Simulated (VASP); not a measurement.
Bi2Se3, 5 atoms in the cell. It takes space group R-3m (No. 166, trigonal). Conventional cell: a = 4.292 Å, b = 4.292 Å, c = 29.737 Å, α = 90.00°, β = 90.00°, γ = 120.00°. Bi (site symmetry 3m) has 6 Se at 2.89 to 3.09 Å within 3.8 Å. Se (site symmetry -3m) has 6 Bi at 3.09 Å and 12 Se at 4.16 to 4.29 Å within 4.3 Å. Se (site symmetry 3m) has 3 Bi at 2.89 Å within 3.8 Å.  This cell differs from its parent crystal: strain +0.025 along x and y, -0.050 along z.

```yaml
Program: VASP 6.6.1
Task: single point
Functional: PBE
Potentials_or_basis: VASP PAW PBE potentials, release 64 (Bi_d, Se)
Cutoff: 520 eV
k_mesh: 6 × 6 × 6
Occupations: gaussian, width 0.05 eV
Spin: no spin polarisation
Dipole_correction: no
Further_INCAR_settings: ALGO = Normal; EDIFF = 1e-06; NBANDS = 32
```

Potentials or basis: VASP PAW PBE potentials, release 64 (Bi_d, Se).

The run is started by

```console
$ cat potpaw_PBE.64/Bi_d/POTCAR potpaw_PBE.64/Se/POTCAR > POTCAR
$ mpirun -np 1 vasp_std > vasp.out
```

Hardware: 1 thread of Intel(R) Xeon(R) 6975P-C (Granite Rapids), on a shared host.

Question: How long does it take, and how much memory?

Answer: Run time: 7.2 min on 1 thread of Intel(R) Xeon(R) 6975P-C (Granite Rapids), with other jobs on the host, peak memory 0.93 GiB. Counts: scf iterations 14, k points 32.
